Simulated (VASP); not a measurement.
# PbS (R3m) in VASP: G0W0 quasiparticle levels with r2SCAN

Aim: the G0W0 quasiparticle levels of PbS with r2SCAN.

Program: VASP 6.6.1. These are calculated values, not measurements. Logs are shortened: lines on timing, memory, paths and dates and some standing lists are left out, and cuts for length are marked.

### Step 1. The cell of the first run

The structure is trigonal, space group R3m (No. 160). The conventional cell has a = 4.201 Å, b = 4.201 Å, c = 10.291 Å, α = 90.00°, β = 90.00°, γ = 120.00°. Within 3.9 Å of Pb (site symmetry 3m) lie 6 S at 2.97 Å. S (site symmetry 3m) has 6 Pb at 2.97 Å within 3.9 Å.

### Step 2. G0W0 quasiparticle levels, r2SCAN

POSCAR

```
PbS
1.0
    2.1005109999      1.2127305912      3.4301896765
   -2.1005109999      1.2127305912      3.4301896765
    0.0000000000     -2.4254611824      3.4301896765
Pb S
1 1
Direct
    0.9781436749      0.9781436749      0.9781436749
    0.4774576551      0.4774576551      0.4774576551
```

INCAR.step1

```
PREC     = Accurate       # precision mode
ENCUT    = 500            # plane-wave cutoff, eV
EDIFF    = 1E-8           # SCF threshold, eV
ISMEAR   = 0              # smearing method
SIGMA    = 0.01           # smearing width, eV
LREAL    = False          # projectors in reciprocal space
LASPH    = True           # aspherical terms in the spheres
NELM     = 100            # most SCF steps
ALGO     = Normal         # electronic algorithm
LWAVE    = True           # write WAVECAR
LCHARG   = False          # write CHGCAR
METAGGA  = R2SCAN         # meta-GGA
LMIXTAU  = True
```

INCAR.step2

```
PREC     = Accurate       # precision mode
ENCUT    = 500            # plane-wave cutoff, eV
EDIFF    = 1E-8           # SCF threshold, eV
ISMEAR   = 0              # smearing method
SIGMA    = 0.01           # smearing width, eV
LREAL    = False          # projectors in reciprocal space
LASPH    = True           # aspherical terms in the spheres
NELM     = 1              # most SCF steps
ALGO     = Exact          # electronic algorithm
LWAVE    = True           # write WAVECAR
LCHARG   = False          # write CHGCAR
METAGGA  = R2SCAN         # meta-GGA
LMIXTAU  = True         
NBANDS   = 96             # bands
LOPTICS  = True           # frequency-dependent dielectric function
ISTART   = 1
```

INCAR.step3

```
PREC     = Accurate       # precision mode
ENCUT    = 500            # plane-wave cutoff, eV
EDIFF    = 1E-8           # SCF threshold, eV
ISMEAR   = 0              # smearing method
SIGMA    = 0.01           # smearing width, eV
LREAL    = False          # projectors in reciprocal space
LASPH    = True           # aspherical terms in the spheres
ALGO     = EVGW0          # electronic algorithm
LWAVE    = False          # write WAVECAR
LCHARG   = False          # write CHGCAR
METAGGA  = R2SCAN         # meta-GGA
LMIXTAU  = True         
NELMGW   = 1            
NBANDS   = 96             # bands
ENCUTGW  = 80.0           # cutoff of the response function
NOMEGA   = 96             # frequency points
PRECFOCK = Fast         
ISTART   = 1            
NBANDSGW = 19           
OMEGAMAX = 20
```

KPOINTS

```
regular mesh
0
Gamma
  6 6 6
```

Potentials or basis: VASP PAW PBE potentials, release 64 (Pb_d_GW, S_GW).

On the command line:

```bash
$ cat potpaw_PBE.64/Pb_d_GW/POTCAR potpaw_PBE.64/S_GW/POTCAR > POTCAR
$ cp INCAR.step1 INCAR
$ mpirun -np 1 vasp_std > vasp.out
$ cp INCAR.step2 INCAR
$ mpirun -np 1 vasp_std > vasp.out
$ cp INCAR.step3 INCAR
$ mpirun -np 1 vasp_std > vasp.out
```

OUTCAR:

```text
PREC = Accurate
   ENCUT = 500
   EDIFF = 1E-8
   ISMEAR = 0
   LREAL = False
   LASPH = True
   METAGGA = R2SCAN
   NELMGW = 1
   ENCUTGW = 80.0
   PRECFOCK = Fast
   ISTART = 1

 ion  position               nearest neighbor table
   1  0.978  0.978  0.978-
   2  0.477  0.477  0.477-

  LATTYP: Found a trigonal (rhomboedric) cell.
 ALAT       =     4.2010788096
 COS(alpha) =     0.5000135226

  Lattice vectors:

 A1 = (   2.1005109999,   1.2127305912,   3.4301896765)
 A2 = (  -2.1005109999,   1.2127305912,   3.4301896765)
 A3 = (   0.0000000000,  -2.4254611824,   3.4301896765)

Analysis of symmetry for initial positions (statically):
=====================================================================
 Subroutine PRICEL returns:
 Original cell was already a primitive cell.

 Routine SETGRP: Setting up the symmetry group for a
 trigonal (rhombohedral) supercell.

 Subroutine GETGRP returns: Found  6 space group operations
 (whereof  6 operations were pure point group operations)
 out of a pool of 12 trial point group operations.

The static configuration has the point symmetry C_3v.

Analysis of symmetry for dynamics (positions and initial velocities):
=====================================================================
 Subroutine PRICEL returns:
 Original cell was already a primitive cell.

 Routine SETGRP: Setting up the symmetry group for a
 trigonal (rhombohedral) supercell.

 Subroutine GETGRP returns: Found  6 space group operations
 (whereof  6 operations were pure point group operations)
 out of a pool of 12 trial point group operations.

The dynamic configuration has the point symmetry C_3v.

 Subroutine INISYM returns: Found  6 space group operations
 (whereof  6 operations are pure point group operations),
 and found     1 'primitive' translations

----------------------------------------------------------------------------------------

                                     Primitive cell

  volume of cell :      52.4274

  direct lattice vectors                    reciprocal lattice vectors
     2.100511000  1.212730591  3.430189676     0.238037316  0.137430908  0.097176356
    -2.100511000  1.212730591  3.430189676    -0.238037316  0.137430908  0.097176356
     0.000000000 -2.425461182  3.430189676     0.000000000 -0.274861817  0.097176356

  length of vectors
     4.201078810  4.201078810  4.201078810     0.291534325  0.291534325  0.291534325

  position of ions in fractional coordinates (direct lattice)
     0.978143675  0.978143675  0.978143675
     0.477457655  0.477457655  0.477457655

  ion indices of the primitive-cell ions
   primitive index   ion index
                 1           1
                 2           2

----------------------------------------------------------------------------------------

 KPOINTS: regular mesh

Automatic generation of k-mesh.
 Grid dimensions read from file:
 generate k-points for:    6    6    6

 Generating k-lattice:

  Cartesian coordinates                     Fractional coordinates (reciprocal lattice)
     0.039672886  0.022905151  0.016196059     0.166666667 -0.000000000  0.000000000
    -0.039672886  0.022905151  0.016196059    -0.000000000  0.166666667  0.000000000
     0.000000000 -0.045810303  0.016196059     0.000000000  0.000000000  0.166666667

  Length of vectors
     0.048589054  0.048589054  0.048589054

  Shift w.r.t. Gamma in fractional coordinates (k-lattice)
     0.000000000  0.000000000  0.000000000

 Subroutine IBZKPT returns following result:
 ===========================================

 Found     32 irreducible k-points:

 Following reciprocal coordinates:
            Coordinates               Weight
  0.000000  0.000000  0.000000      1.000000
  0.166667 -0.000000 -0.000000      6.000000
  0.166667  0.166667  0.166667      2.000000
  0.333333 -0.000000 -0.000000      6.000000
  0.333333  0.333333  0.333333      2.000000
  0.500000  0.000000  0.000000      3.000000
[... 16 lines left out ...]
  0.500000  0.166667  0.500000      6.000000
 -0.333333  0.333333  0.000000      6.000000
 [... further k-points ...]
   k-points           NKPTS =     32   k-points in BZ     NKDIM =    216   number of bands    NBANDS=     96
   number of dos      NEDOS =    301   number of ions     NIONS =      2
   total plane-waves  NPLWV =  32768
   dimension x,y,z NGX =    32 NGY =   32 NGZ =   32
   dimension x,y,z NGXF=    64 NGYF=   64 NGZF=   64
   ions per type =               1   1
   NGX,Y,Z   is equivalent  to a cutoff of  12.66, 12.66, 12.66 a.u.
   NGXF,Y,Z  is equivalent  to a cutoff of  25.33, 25.33, 25.33 a.u.
 SYSTEM =  unknown system
   PREC   = accura    normal or accurate (medium, high low for compatibility)
   ISTART =      1    job   : 0-new  1-cont  2-samecut
   ICHARG =      0    charge: 1-file 2-atom 10-const
   ISPIN  =      1    spin polarized calculation?
   LNONCOLLINEAR =      F non collinear calculations
   LSORBIT =      F    spin-orbit coupling
   LASPH  =      T    aspherical Exc in radial PAW
   ENCUT  =  500.0 eV  36.75 Ry    6.06 a.u.   7.66  7.66  7.66*2*pi/ulx,y,z
   NELM   =     60;   NELMIN=  2; NELMDL=  0     # of ELM steps
   EDIFF  = 0.1E-07   stopping-criterion for ELM
   LREAL  =      F    real-space projection
   EDIFFG = 0.1E-06   stopping-criterion for IOM
   NSW    =      0    number of steps for IOM
   IBRION =     -1    ionic relax: 0-MD 1-quasi-New 2-CG
   NFREE  =      0    steps in history (QN), initial steepest desc. (CG)
   ISIF   =      0    stress and relaxation
   ISYM   =      3    0-nonsym 1-usesym 2-fastsym
   POTIM  = 0.5000    time-step for ionic-motion
   TEBEG  =    0.0;   TEEND  =   0.0 temperature during run
   PSTRESS=    0.0 pullay stress
   NELECT =      22.0000    total number of electrons
   NUPDOWN=      -1.0000    fix difference up-down
   EMIN   =  10.00;   EMAX   =-10.00  energy-range for DOS
   EFERMI =   0.00;   METHOD = LEGACY
   ISMEAR =     0;   SIGMA  =   0.01  broadening in eV -4-tet -1-fermi 0-gaus
   EFERMI_NEDOS =   21; number of points for ismear=-14 and -15
   IALGO  =     38    algorithm
   IMIX   =      4    mixing-type and parameters
     AMIX     =   0.40;   BMIX     =  1.00
     AMIX_MAG =   1.60;   BMIX_MAG =  1.00
  volume/ion in A,a.u.               =      26.21       176.90
  Fermi-wavevector in a.u.,A,eV,Ry     =   1.225640  2.316123 20.438573  1.502193
  Thomas-Fermi vector in A             =   2.360670
   LORBIT       =      0    0 simple, 1 ext, 2 COOP (PROOUT), +10 PAW based schemes
   METAGGA = R2SCAN    functional components
   LHFCALC =     T    Hartree Fock is set to
   PRECFOCK=fast      Normal, Fast or Accurate (Low or Medium for compatibility)
   ENCUT4O =  -1.0   cutoff for four orbital integrals eV
   NKREDX  =     1    reduce k-point grid by
   NKREDY  =     1    reduce k-point grid by
   NKREDZ  =     1    reduce k-point grid by
   AEXX    =    1.0000 exact exchange contribution
   HFSCREEN=    0.0000 screening length (either q_TF or 0.3 A-1)
   HFSCREENC=   0.0000 screening length for correlation (either q_TF or 0.3 A-1)
   ENCUTFOCK=  -1.0 apply spherical cutoff to Coloumb kernel
   IVDW    =     0    specifies the selected vdW correction
   LEPSILON=     F    determine dielectric tensor
   LRPA    =     F    only Hartree local field effects (RPA)
   LRPAFORCE           =     F    calculate RPA forces
   ENCUTGW             =  80.0    cutoff for response function in eV
   ENCUTGWSOFT         =  64.0    soft cutoff for Coulomb kernel in GW response function in eV
   ENCUTLF             =  -1.0    cutoff for local field effects
   NELMGW              =     1    number of iterations in solving QP/BSE equation
   NELMHF              =     1    number of iterations in the inner HF iteration
   NKREDLFX            =     1    NKREDLFY  =   1   NKREDLFZ  =   1
 non-spin polarized calculation
 Gauss-broadening in eV      SIGMA  =   0.01
  energy-cutoff  :      500.00
  volume of cell :       52.43
 maximum number of plane-waves:      1363
 NGX is ok and might be reduce to    32
  NGX = 18; NGY = 18; NGZ = 18
   NGX = 15   NGY = 15   NGZ = 15
 maximum number of plane-waves:        92
 NGX is ok and might be reduce to    14

 QP shifts <psi_nk| G(iteration)W_0 |psi_nk>: iteration 1
 for sc-GW calculations column KS-energies equals QP-energies in previous step
 and V_xc(KS)=  KS-energies - (<T + V_ion + V_H > + <T+V_H+V_ion>^1  + <V_x>^1)

 k-point   1 :       0.0000    0.0000    0.0000
  band No.  KS-energies  QP-energies   sigma(KS)   V_xc(KS)     V^pw_x(r,r')   Z            occupation Imag(sigma)

      1    -138.6564    -160.2654     -28.6640       2.3815     -36.1645       0.6960       2.0000       0.1240
      2     -13.7968     -20.4878     -20.0552     -10.6592     -25.2516       0.7121       2.0000       0.1621
      3     -13.7968     -20.4878     -20.0552     -10.6592     -25.2516       0.7121       2.0000       0.1621
      4     -13.7968     -20.4878     -20.0552     -10.6592     -25.2516       0.7121       2.0000       0.1621
      5     -13.7786     -20.4814     -20.1008     -10.7013     -25.3702       0.7131       2.0000       0.1968
      6     -13.7786     -20.4814     -20.1008     -10.7013     -25.3702       0.7131       2.0000       0.1968
[... 11 lines left out ...]
     18      12.6607      12.2286      -6.7229      -6.1698      -1.7013       0.7811       0.0000      -0.2425
     19      13.1542      12.7967     -10.2357      -9.7614      -5.1871       0.7538       0.0000      -0.3006

 k-point   2 :       0.1667   -0.0000   -0.0000
  band No.  KS-energies  QP-energies   sigma(KS)   V_xc(KS)     V^pw_x(r,r')   Z            occupation Imag(sigma)

      1    -138.6562    -160.3568     -28.6641       2.3831     -36.1644       0.6990       2.0000       0.1240
      2     -13.7946     -20.4909     -20.0623     -10.6687     -25.2763       0.7129       2.0000       0.1730
      3     -13.7946     -20.4909     -20.0623     -10.6687     -25.2763       0.7129       2.0000       0.1730
      4     -13.7946     -20.4909     -20.0623     -10.6687     -25.2763       0.7129       2.0000       0.1730
      5     -13.7782     -20.4938     -20.0948     -10.6910     -25.3424       0.7141       2.0000       0.1891
      6     -13.7782     -20.4938     -20.0948     -10.6910     -25.3424       0.7141       2.0000       0.1891
[... 11 lines left out ...]
     18      14.5859      14.1615      -7.7686      -7.2237      -2.5366       0.7788       0.0000      -0.3603
     19      14.8238      14.5003     -10.3542      -9.9288      -4.9092       0.7604       0.0000      -0.5271

 k-point   3 :       0.1667    0.1667    0.1667
  band No.  KS-energies  QP-energies   sigma(KS)   V_xc(KS)     V^pw_x(r,r')   Z            occupation Imag(sigma)

      1    -138.6562    -160.3421     -28.6641       2.3831     -36.1644       0.6985       2.0000       0.1240
      2     -13.7946     -20.4884     -20.0625     -10.6687     -25.2764       0.7126       2.0000       0.1730
      3     -13.7946     -20.4884     -20.0625     -10.6687     -25.2764       0.7126       2.0000       0.1730
      4     -13.7946     -20.4884     -20.0625     -10.6687     -25.2764       0.7126       2.0000       0.1730
      5     -13.7782     -20.4941     -20.0945     -10.6910     -25.3421       0.7142       2.0000       0.1891
      6     -13.7782     -20.4941     -20.0945     -10.6910     -25.3421       0.7142       2.0000       0.1891
[... 11 lines left out ...]
     18      14.5858      14.1614      -7.7675      -7.2227      -2.5356       0.7789       0.0000      -0.3603
     19      14.8237      14.4720     -10.3911      -9.9289      -4.9092       0.7606       0.0000      -0.5371

 k-point   4 :       0.3333   -0.0000   -0.0000
  band No.  KS-energies  QP-energies   sigma(KS)   V_xc(KS)     V^pw_x(r,r')   Z            occupation Imag(sigma)
[... 435 lines left out ...]
 k-point  23 :       0.5000    0.1667    0.5000
  band No.  KS-energies  QP-energies   sigma(KS)   V_xc(KS)     V^pw_x(r,r')   Z            occupation Imag(sigma)

      1    -138.6561    -160.4574     -28.6641       2.3837     -36.1644       0.7022       2.0000       0.1240
      2     -13.9146     -20.1660     -19.7089     -10.8011     -25.2238       0.7018       2.0000       0.2734
      3     -13.8099     -20.4785     -20.0283     -10.6530     -25.2297       0.7113       2.0000       0.1649
      4     -13.7668     -20.4895     -20.1115     -10.7037     -25.3807       0.7146       2.0000       0.2027
      5     -13.7483     -20.5245     -20.1173     -10.6713     -25.3100       0.7174       2.0000       0.1661
      6     -13.7415     -20.5315     -20.1300     -10.6768     -25.3285       0.7183       2.0000       0.1680
[... 11 lines left out ...]
     18      15.9005      15.7056     -10.4764     -10.2275      -4.8219       0.7834       0.0000      -0.6293
     19      16.2378      16.0553      -9.4940      -9.2571      -3.8835       0.7705       0.0000      -0.5231

 k-point  24 :      -0.3333    0.3333    0.0000
  band No.  KS-energies  QP-energies   sigma(KS)   V_xc(KS)     V^pw_x(r,r')   Z            occupation Imag(sigma)

      1    -138.6560    -160.5198     -28.6642       2.3842     -36.1644       0.7042       2.0000       0.1240
      2     -13.8806     -20.2425     -19.8092     -10.7743     -25.2594       0.7042       2.0000       0.2558
      3     -13.7868     -20.4797     -20.0563     -10.6645     -25.2621       0.7126       2.0000       0.1670
      4     -13.7835     -20.4733     -20.0913     -10.7096     -25.3794       0.7131       2.0000       0.2182
      5     -13.7639     -20.5078     -20.0944     -10.6663     -25.2892       0.7153       2.0000       0.1671
      6     -13.7505     -20.5217     -20.1172     -10.6709     -25.3086       0.7168       2.0000       0.1637
[... 11 lines left out ...]
     18      16.0389      15.8333      -9.8940      -9.6347      -4.3808       0.7933       0.0000      -0.5649
     19      18.0071      18.0286     -10.3314     -10.3578      -4.4034       0.8178       0.0000      -0.8230

 [... further k-points ...]
```

It took 74 min on 1 thread of Intel Xeon Platinum 8259CL at 2.50GHz (Skylake/Cascade Lake), shared host; peak memory 1.4 GiB.

What came out:

```yaml
Quasiparticle_gap: 0.76 eV
Least_direct_quasiparticle_gap: 0.76 eV
Band_gap_of_the_starting_levels_on_the_mesh: 0.64 eV
Least_direct_gap_of_the_starting_levels_on_the_mesh: 0.64 eV
```

Caveat: bands, screening cutoff and mesh are small and nothing is extrapolated, so the quasiparticle values aren't converged; spin-orbit coupling is left out, which moves the levels of the heavy elements.
